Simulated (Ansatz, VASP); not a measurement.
# Two plane-wave programs on LiSi16

```
CELL_PARAMETERS angstrom
0.00000 5.43000 5.43000
5.43000 0.00000 5.43000
5.43000 5.43000 0.00000
ATOMIC_POSITIONS crystal
Si 0.00497 0.00465 0.00174
Si 0.12726 0.12689 0.13156
Si 0.00259 0.00226 0.50340
Si 0.12658 0.12626 0.62734
Si 0.00566 0.50133 0.00252
Si 0.13751 0.62498 0.12611
Si 0.00496 0.50064 0.50576
Si 0.12720 0.63042 0.62807
Si 0.50170 0.00529 0.00254
Si 0.62530 0.13720 0.12610
Si 0.50097 0.00463 0.50576
Si 0.63074 0.12686 0.62810
Si 0.50421 0.50390 0.00498
Si 0.62648 0.62611 0.12730
Si 0.50167 0.50132 0.50649
Si 0.62531 0.62498 0.63828
Li 0.75481 0.75449 0.25556
```

Alike in both runs: functional PBE; k mesh 2 × 2 × 2; occupations fermi-dirac, width 0.05 eV; collinear spin.

Ansatz relaxed the structure, and its values are those at the end. VASP's run is a single point on that final structure, the one shown.

```csv
,VASP,Ansatz
version,VASP 6.6.1,Ansatz 0.2.0
potentials or method,"VASP PAW PBE potentials, release 64 (Si, Li_sv), cutoff 520 eV","scalar-relativistic, plane waves, PAW"
valence electrons in the cell,67,67
```

|  | VASP | Ansatz | Ansatz less VASP |
| --- | --- | --- | --- |
| rms of the force components (eV/Å) | 0.007 | 0.007 | +0.0002 |
| net moment per atom (μB) | 0.00 | 0.00 | 0.000 |

With one functional, cell and mesh, what is left measures potentials, basis and numerics. Ansatz's warnings: seeded moment not kept.

The k mesh is coarse, so the values compare programs but aren't converged. Noted on VASP's run: the cutoff is short for stress, so the pressure is rough.
